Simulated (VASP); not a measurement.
Runs of VASP 6.6.1 on Si7Ge. The structure is that of space group P-43m (No. 215), or close to it. The cells are those of the table. 

| cell | gap on the mesh (eV) | pressure (GPa) | largest force (eV/Å) |
| --- | --- | --- | --- |
| a = 5.186, b = 5.186, c = 5.323 Å, 8 atoms | none | 15.2 | 0.02 |
| a = 5.186 Å, 8 atoms | none | 19.4 | 0.01 |
| a = 5.732 Å, 8 atoms | 0.50 | -9.6 | 0.01 |
| a = 5.323 Å, 8 atoms | (b) | (a) | 0.02 |
| a = 5.596 Å, 8 atoms | 0.41 | -5.7 | - |

Alike in all rows: task single point; level PBEsol; potentials or basis VASP PAW PBE potentials, release 64 (Si, Ge_d); no spin polarisation; k mesh 6 × 6 × 6; cutoff (eV) 520; smearing gaussian 0.03 eV.

Q: Fill in the values left out.

A: (a) 8.2; (b) 0.11.

Caveats: semilocal functionals underestimate gaps, and a narrow one can read as zero; the PAW data sets were made with another functional, which shifts forces and pressure a little; the cell stands under pressure (at least some runs); the cell stands under tension (at least some runs).

A k mesh can miss the band edges, and the runs leave out spin-orbit coupling on Ge.

A gap of «none» marks levels without a gap at the run's occupations.
